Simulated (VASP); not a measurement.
Pt, 6 atoms in the cell. The cell holds a slab with vacuum, 6 atoms: a = 2.808 Å, b = 2.808 Å, c = 27.464 Å, α = 90.00°, β = 90.00°, γ = 120.00°. 

```yaml
Program: VASP 6.6.1
Task: single point
Functional: PBE
Potentials_or_basis: VASP PAW PBE potentials, release 64 (Pt)
Cutoff: 520 eV
k_mesh: 13 × 13 × 1
Occupations: fermi-dirac, width 0.08 eV
Spin: no spin polarisation
Dipole_correction: yes
Further_INCAR_settings: ALGO = Normal; EDIFF = 1e-07; NBANDS = 39
```

Potentials or basis: VASP PAW PBE potentials, release 64 (Pt).

Run with:

```bash
$ cat potpaw_PBE.64/Pt/POTCAR > POTCAR
$ mpirun -np 1 vasp_std > vasp.out
```

Hardware: 1 thread of Intel(R) Xeon(R) Platinum 8259CL CPU @ 2.50GHz (Skylake/Cascade Lake), on a shared host.

Question: How long does it take, and how much memory?

Answer: Run time: 6.5 min on 1 thread of Intel(R) Xeon(R) Platinum 8259CL CPU @ 2.50GHz (Skylake/Cascade Lake), on a shared host, peak memory 0.38 GiB. Counts: scf iterations 30, k points 21.
